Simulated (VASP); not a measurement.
# C (I4_1/amd) in VASP: single point with LDA

Aim: the single point of C with LDA.

Program: VASP 6.6.1. These are calculated values, not measurements. Logs are shortened: lines on timing, memory, paths and dates and some standing lists are left out, and cuts for length are marked.

### Step 1. The cell of the first run

It takes space group I4_1/amd (No. 141, tetragonal). The conventional cell has a = 2.457 Å, b = 2.457 Å, c = 3.735 Å, α = 90.00°, β = 90.00°, γ = 90.00°. Within 2.1 Å of C (site symmetry -4m2) lie 4 C at 1.54 Å.

### Step 2. Single point, LDA (5.64 Å³/atom)

The input, INCAR:

```
PREC = Accurate
ENCUT = 1300
EDIFF = 1E-6
ISMEAR = 0
SIGMA = 0.05
LREAL = False
LASPH = True
NELM = 120
ALGO = Normal
ISIF = 2
LWAVE = False
LCHARG = False
NBANDS = 11
GGA_COMPAT = False
```

The input, KPOINTS:

```
regular mesh
0
Gamma
  12 12 12
```

The input, POSCAR:

```
C
1.0
    0.0000000000      1.7374228774      1.8677295932
    1.7374228774      0.0000000000      1.8677295932
    1.7374228774      1.7374228774      0.0000000000
C
2
Direct
    0.5000000000      0.5000000000      0.5000000000
    0.7500000000      0.7500000000      0.7500000000
```

Potentials or basis: VASP PAW LDA potentials, release 64 (C_h).

Started as:

```sh
> cat potpaw_LDA.64/C_h/POTCAR > POTCAR
> mpirun -np 1 vasp_std > vasp.out
```

OUTCAR:

```text
PREC = Accurate
   ENCUT = 1300
   EDIFF = 1E-6
   ISMEAR = 0
   LREAL = False
   LASPH = True
   NELM = 120
   ISIF = 2

 ion  position               nearest neighbor table
   1  0.500  0.500  0.500-
   2  0.750  0.750  0.750-

  LATTYP: Found a body centered tetragonal cell.
 ALAT       =     2.4570869968
 C/A-ratio  =     1.5202795795

  Lattice vectors:

 A1 = (  -1.7374228774,   0.0000000000,   1.8677295932)
 A2 = (   1.7374228774,   0.0000000000,   1.8677295932)
 A3 = (   0.0000000000,   1.7374228774,  -1.8677295932)

Analysis of symmetry for initial positions (statically):
=====================================================================
 Subroutine PRICEL returns:
 Original cell was already a primitive cell.

 Routine SETGRP: Setting up the symmetry group for a
 body centered tetragonal supercell.

 Subroutine GETGRP returns: Found 16 space group operations
 (whereof  8 operations were pure point group operations)
 out of a pool of 16 trial point group operations.

The static configuration has the point symmetry D_2d.
 The point group associated with its full space group is D_4h.

Analysis of symmetry for dynamics (positions and initial velocities):
=====================================================================
 Subroutine PRICEL returns:
 Original cell was already a primitive cell.

 Routine SETGRP: Setting up the symmetry group for a
 body centered tetragonal supercell.

 Subroutine GETGRP returns: Found 16 space group operations
 (whereof  8 operations were pure point group operations)
 out of a pool of 16 trial point group operations.

The dynamic configuration has the point symmetry D_2d.
 The point group associated with its full space group is D_4h.

 Subroutine INISYM returns: Found 16 space group operations
 (whereof  8 operations are pure point group operations),
 and found     1 'primitive' translations

----------------------------------------------------------------------------------------

                                     Primitive cell

  volume of cell :      11.2760

  direct lattice vectors                    reciprocal lattice vectors
     0.000000000  1.737422877  1.867729593    -0.287782558  0.287782558  0.267704705
     1.737422877  0.000000000  1.867729593     0.287782558 -0.287782558  0.267704705
     1.737422877  1.737422877  0.000000000     0.287782558  0.287782558 -0.267704705

  length of vectors
     2.550892410  2.550892410  2.457086997     0.487137979  0.487137979  0.487137979

  position of ions in fractional coordinates (direct lattice)
     0.500000000  0.500000000  0.500000000
     0.750000000  0.750000000  0.750000000

  ion indices of the primitive-cell ions
   primitive index   ion index
                 1           1
                 2           2

----------------------------------------------------------------------------------------

 KPOINTS: regular mesh

Automatic generation of k-mesh.
 Grid dimensions read from file:
 generate k-points for:   12   12   12

 Generating k-lattice:

  Cartesian coordinates                     Fractional coordinates (reciprocal lattice)
    -0.023981880  0.023981880  0.022308725     0.083333333  0.000000000  0.000000000
     0.023981880 -0.023981880  0.022308725     0.000000000  0.083333333  0.000000000
     0.023981880  0.023981880 -0.022308725    -0.000000000 -0.000000000  0.083333333

  Length of vectors
     0.040594832  0.040594832  0.040594832

  Shift w.r.t. Gamma in fractional coordinates (k-lattice)
     0.000000000  0.000000000  0.000000000

 Subroutine IBZKPT returns following result:
 ===========================================

 Found    163 irreducible k-points:

 Following reciprocal coordinates:
            Coordinates               Weight
  0.000000  0.000000  0.000000      1.000000
  0.083333  0.000000  0.000000      8.000000
  0.166667  0.000000  0.000000      8.000000
  0.250000  0.000000  0.000000      8.000000
  0.333333  0.000000  0.000000      8.000000
  0.416667  0.000000  0.000000      8.000000
[... 16 lines left out ...]
  0.500000  0.166667  0.000000      8.000000
 -0.416667  0.166667  0.000000      8.000000
 [... further k-points ...]
   k-points           NKPTS =    163   k-points in BZ     NKDIM =    163   number of bands    NBANDS=     11
   number of dos      NEDOS =    301   number of ions     NIONS =      2
   total plane-waves  NPLWV =  27000
   dimension x,y,z NGX =    30 NGY =   30 NGZ =   30
   dimension x,y,z NGXF=    60 NGYF=   60 NGZF=   60
   ions per type =               2
   NGX,Y,Z   is equivalent  to a cutoff of  19.55, 19.55, 20.30 a.u.
   NGXF,Y,Z  is equivalent  to a cutoff of  39.10, 39.10, 40.60 a.u.
 SYSTEM =  unknown system
   PREC   = accura    normal or accurate (medium, high low for compatibility)
   ISTART =      0    job   : 0-new  1-cont  2-samecut
   ICHARG =      2    charge: 1-file 2-atom 10-const
   ISPIN  =      1    spin polarized calculation?
   LNONCOLLINEAR =      F non collinear calculations
   LSORBIT =      F    spin-orbit coupling
   LASPH  =      T    aspherical Exc in radial PAW
   ENCUT  = 1300.0 eV  95.55 Ry    9.77 a.u.   7.50  7.50  7.22*2*pi/ulx,y,z
   NELM   =    120;   NELMIN=  2; NELMDL= -5     # of ELM steps
   EDIFF  = 0.1E-05   stopping-criterion for ELM
   LREAL  =      F    real-space projection
   EDIFFG = 0.1E-04   stopping-criterion for IOM
   NSW    =      0    number of steps for IOM
   IBRION =     -1    ionic relax: 0-MD 1-quasi-New 2-CG
   NFREE  =      0    steps in history (QN), initial steepest desc. (CG)
   ISIF   =      2    stress and relaxation
   ISYM   =      2    0-nonsym 1-usesym 2-fastsym
   POTIM  = 0.5000    time-step for ionic-motion
   TEBEG  =    0.0;   TEEND  =   0.0 temperature during run
   PSTRESS=    0.0 pullay stress
   NELECT =       8.0000    total number of electrons
   NUPDOWN=      -1.0000    fix difference up-down
   EMIN   =  10.00;   EMAX   =-10.00  energy-range for DOS
   EFERMI =   0.00;   METHOD = LEGACY
   ISMEAR =     0;   SIGMA  =   0.05  broadening in eV -4-tet -1-fermi 0-gaus
   EFERMI_NEDOS =   21; number of points for ismear=-14 and -15
   IALGO  =     38    algorithm
   IMIX   =      4    mixing-type and parameters
     AMIX     =   0.40;   BMIX     =  1.00
     AMIX_MAG =   1.60;   BMIX_MAG =  1.00
  volume/ion in A,a.u.               =       5.64        38.05
  Fermi-wavevector in a.u.,A,eV,Ry     =   1.460113  2.759214 29.006669  2.131930
  Thomas-Fermi vector in A             =   2.576601
   LORBIT       =      0    0 simple, 1 ext, 2 COOP (PROOUT), +10 PAW based schemes
   GGA     = CA    functional components
   LHFCALC =     F    Hartree Fock is set to
   AEXX    =    0.0000 exact exchange contribution
   IVDW    =     0    specifies the selected vdW correction
   LEPSILON=     F    determine dielectric tensor
   LRPA    =     F    only Hartree local field effects (RPA)
 non-spin polarized calculation
 Gauss-broadening in eV      SIGMA  =   0.05
  energy-cutoff  :     1300.00
  volume of cell :       11.28
 maximum number of plane-waves:      1227
 NGX is ok and might be reduce to    30
   NGX = 15   NGY = 15   NGZ = 15

 number of electron       8.0000000 magnetization

 Free energy of the ion-electron system (eV)
  ---------------------------------------------------
  ext. energy  EPLUGINS =         0.00000000
  ---------------------------------------------------
  free energy    TOTEN  =       -20.14061905 eV

  energy without entropy =      -20.14061905  energy(sigma->0) =      -20.14061905

 E-fermi :  11.5532     XC(G=0): -13.6847

 val. band max:       11.3632754860   @ k =   0.0000   0.0000   0.0000
 cond. band min:      14.5959556583   @ k =   0.3333   0.0000   0.3333
 fundamental gap:      3.2326801722
 Fermi energy:        11.5531681134

 k-point     1 :       0.0000    0.0000    0.0000
  band No.  band energies     occupation
      1     -10.4312      2.00000
      2      10.1802      2.00000
      3      11.3633      2.00000
      4      11.3633      2.00000
      5      16.2842      0.00000
      6      16.2842      0.00000
      7      17.1651      0.00000
      8      24.5446      0.00000
      9      30.1107      0.00000
     10      35.2068      0.00000
     11      35.9604      0.00000

 k-point     2 :       0.0833    0.0000    0.0000
  band No.  band energies     occupation
      1     -10.2379      2.00000
      2       9.4692      2.00000
      3      10.5268      2.00000
      4      11.0583      2.00000
      5      16.7237      0.00000
      6      16.7404      0.00000
      7      17.8044      0.00000
      8      24.6781      0.00000
      9      30.4179      0.00000
     10      33.3984      0.00000
     11      36.8141      0.00000

 k-point     3 :       0.1667    0.0000    0.0000
  band No.  band energies     occupation
      1      -9.6598      2.00000
      2       7.2055      2.00000
      3       9.5309      2.00000
      4      10.4136      2.00000
      5      17.4540      0.00000
      6      17.6992      0.00000
      7      19.0064      0.00000
      8      25.0627      0.00000
      9      30.9677      0.00000
     10      32.4161      0.00000
     11      34.8636      0.00000

 k-point     4 :       0.2500    0.0000    0.0000
  band No.  band energies     occupation
      1      -8.7048      2.00000
      2       4.4204      2.00000
      3       8.6954      2.00000
      4       9.7680      2.00000
      5      17.9468      0.00000
      6      18.6787      0.00000
      7      19.9969      0.00000
      8      25.6072      0.00000
      9      31.1412      0.00000
     10      32.8900      0.00000
     11      34.0307      0.00000

 k-point     5 :       0.3333    0.0000    0.0000
  band No.  band energies     occupation
      1      -7.3919      2.00000
      2       1.6478      2.00000
      3       8.0413      2.00000
      4       9.2680      2.00000
      5      18.1289      0.00000
      6      19.3285      0.00000
      7      20.6089      0.00000
      8      26.1118      0.00000
      9      31.4339      0.00000
     10      34.1980      0.00000
     11      34.4230      0.00000
[... 211 lines left out ...]
 k-point    21 :       0.3333    0.1667    0.0000
  band No.  band energies     occupation
      1      -7.8249      2.00000
      2       3.9373      2.00000
      3       6.9097      2.00000
      4       7.7212      2.00000
      5      17.8547      0.00000
      6      21.3805      0.00000
      7      21.7507      0.00000
      8      23.3092      0.00000
      9      30.6677      0.00000
     10      31.9361      0.00000
     11      38.5734      0.00000

 k-point    22 :       0.4167    0.1667    0.0000
  band No.  band energies     occupation
      1      -6.4553      2.00000
      2       1.4688      2.00000
      3       5.9275      2.00000
      4       7.5646      2.00000
      5      18.3883      0.00000
      6      21.7091      0.00000
      7      22.0202      0.00000
      8      24.4283      0.00000
      9      31.4061      0.00000
     10      32.3593      0.00000
     11      38.4761      0.00000

 k-point    23 :       0.5000    0.1667    0.0000
  band No.  band energies     occupation
      1      -4.8395      2.00000
      2      -0.8242      2.00000
      3       5.1925      2.00000
      4       7.7022      2.00000
      5      18.7662      0.00000
      6      21.8019      0.00000
      7      21.8094      0.00000
      8      25.9067      0.00000
      9      30.7407      0.00000
     10      33.9541      0.00000
     11      37.5457      0.00000

 k-point    24 :      -0.4167    0.1667    0.0000
  band No.  band energies     occupation
      1      -4.0609      2.00000
      2      -1.7400      2.00000
      3       4.7620      2.00000
      4       8.1112      2.00000
      5      19.2506      0.00000
      6      21.2648      0.00000
      7      21.7079      0.00000
      8      26.3793      0.00000
      9      30.7008      0.00000
     10      35.0160      0.00000
     11      35.2683      0.00000

 [... further k-points ...]

------------------------ aborting loop because EDIFF is reached ----------------------------------------

  FORCE on cell =-STRESS in cart. coord.  units (eV):
  Direction    XX          YY          ZZ          XY          YZ          ZX
  --------------------------------------------------------------------------------------
  -------------------------------------------------------------------------------------
  Total        1.0217577      1.0217577     -4.0622531      0.0000000      0.0000000      0.0000000
  in kB      145.1788829    145.1788829   -577.1949183      0.0000000      0.0000000      0.0000000
  external PRESSURE =     -95.6123842 kB  Pullay stress =       0.0000000 kB

 VOLUME and BASIS-vectors are now :
 -----------------------------------------------------------------------------
  energy-cutoff  :     1300.00
  volume of cell :       11.28
      direct lattice vectors                 reciprocal lattice vectors
     0.000000000  1.737422877  1.867729593    -0.287782558  0.287782558  0.267704705
     1.737422877  0.000000000  1.867729593     0.287782558 -0.287782558  0.267704705
     1.737422877  1.737422877  0.000000000     0.287782558  0.287782558 -0.267704705

 POSITION                                       TOTAL-FORCE (eV/Angst)
 -----------------------------------------------------------------------------------
      1.73742      1.73742      1.86773         0.000000      0.000000      0.000000
      2.60613      2.60613      2.80159        -0.000000     -0.000000     -0.000000
 -----------------------------------------------------------------------------------
    total drift:                                0.000000     -0.000000     -0.000000

  FREE ENERGIE OF THE ION-ELECTRON SYSTEM (eV)
  ---------------------------------------------------
  free  energy   TOTEN  =       -20.1406190471 eV

  energy  without entropy=      -20.1406190471  energy(sigma->0) =      -20.14061905
```

Run time: 33 s. Hardware: 1 thread of Intel Xeon Platinum 8488C (Sapphire Rapids), shared host; peak memory 0.18 GiB.

Results:

| Item | Value |
| --- | --- |
| Free energy | -20.1406 eV |
| Pressure | -9.6 GPa |
| Band gap on the k mesh | 3.23 eV (least direct gap 4.92 eV) |

Caveat: the stress differs along the axes, from -58 to 15 GPa. A hybrid or GW would open this gap; LDA tends to underestimate it.
